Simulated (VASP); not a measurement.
Write the native input for VASP 6.6.1 that does the following.

```yaml
Task: single point
Functional: r2SCAN
Potentials_or_basis: VASP PAW PBE potentials, release 64 (Ba_sv)
Cutoff: 520 eV
k_mesh: 8 × 8 × 8
Occupations: fermi-dirac, width 0.05 eV
Spin: no spin polarisation
Dipole_correction: no
Further_INCAR_settings: ALGO = Normal; EDIFF = 1e-06; NBANDS = 11
```

Ba:

```
CELL_PARAMETERS angstrom
-2.52310 2.52310 2.52310
2.52310 -2.52310 2.52310
2.52310 2.52310 -2.52310
ATOMIC_POSITIONS crystal
Ba 0.00000 0.00000 0.00000
```

The input as run:

POSCAR

```
Ba
1.0
   -2.5230998215      2.5230998215      2.5230998215
    2.5230998215     -2.5230998215      2.5230998215
    2.5230998215      2.5230998215     -2.5230998215
Ba
1
Direct
    0.0000000000      0.0000000000      0.0000000000
```

INCAR.step1

```
SYSTEM = Ba
PREC     = Accurate       ! precision mode
ENCUT    = 520            ! plane-wave cutoff, eV
ISMEAR   = -1             ! smearing method
SIGMA    = 0.05           ! smearing width, eV
LREAL    = .False.        ! projectors in reciprocal space
LASPH    = .True.         ! aspherical terms in the spheres
NELM     = 60             ! most SCF steps
NBANDS   = 11             ! bands
GGA      = PE             ! functional
ALGO     = Normal         ! electronic algorithm
EDIFF    = 1E-4           ! SCF threshold, eV
LWAVE    = .True.         ! write WAVECAR
LCHARG   = .False.        ! write CHGCAR
```

INCAR.step2

```
SYSTEM = Ba
PREC     = Accurate       ! precision mode
ENCUT    = 520            ! plane-wave cutoff, eV
EDIFF    = 1E-6           ! SCF threshold, eV
ISMEAR   = -1             ! smearing method
SIGMA    = 0.05           ! smearing width, eV
LREAL    = .False.        ! projectors in reciprocal space
LASPH    = .True.         ! aspherical terms in the spheres
NELM     = 60             ! most SCF steps
ALGO     = Normal         ! electronic algorithm
ISIF     = 2              ! what is computed and relaxed
LWAVE    = .False.        ! write WAVECAR
LCHARG   = .False.        ! write CHGCAR
METAGGA  = R2SCAN         ! meta-GGA
LMIXTAU  = .True.       
NBANDS   = 11             ! bands
ISTART   = 1
```

KPOINTS

```
regular mesh
0
Gamma
  8 8 8
  0 0 0
```

Potentials or basis: VASP PAW PBE potentials, release 64 (Ba_sv).

Launch:

```bash
$ cat potpaw_PBE.64/Ba_sv/POTCAR > POTCAR
$ cp INCAR.step1 INCAR
$ mpirun -np 1 vasp_std > vasp.out
$ cp INCAR.step2 INCAR
$ mpirun -np 1 vasp_std > vasp.out
```

It gave:

```
Pressure               : 0.1 GPa
Band gap on the k mesh : zero (bands 5 and 6 overlap by 1.15 eV)
```

Caveat: the PAW data sets were made with another functional, which shifts forces and pressure a little; spin-orbit coupling is left out, which moves the levels of the heavy elements.

Run time: 2 min on 1 thread of AMD EPYC 7R13 (shared host), peak memory 0.18 GiB.
